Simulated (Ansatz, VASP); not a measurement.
## Li3ClO in VASP and in Ansatz

```
CELL_PARAMETERS angstrom
4.24581 0.00000 0.00000
0.00000 4.24581 0.00000
0.00000 0.00000 3.31173
ATOMIC_POSITIONS crystal
Li 0.00000 0.50000 0.50000
Li 0.50000 0.00000 0.50000
Li 0.50000 0.50000 0.00000
Cl 0.00000 0.00000 0.00000
O 0.50000 0.50000 0.50000
```

Alike in both runs: task single point; functional LDA; k mesh 6 × 6 × 6; occupations gaussian, width 0.05 eV; no spin polarisation.

|  | VASP | Ansatz |
| --- | --- | --- |
| version | VASP 6.6.1 | Ansatz 0.2.0 |
| potentials or method | VASP PAW LDA potentials, release 64 (Li_sv, Cl, O), cutoff 520 eV | scalar-relativistic, plane waves, PAW |
| valence electrons in the cell | 22 | 22 |

|  | VASP | Ansatz | Ansatz less VASP |
| --- | --- | --- | --- |
| gap on the k mesh at the Fermi level (eV) | 4.04 | 4.04 | +0.002 |
| least direct gap on the mesh (eV) | 4.04 | 4.04 | +0.002 |

LDA's correlation is that of Perdew and Zunger in VASP and of Perdew and Wang (1992) in Ansatz.

Noted on VASP's run: the cutoff is short for stress, so the pressure is rough.
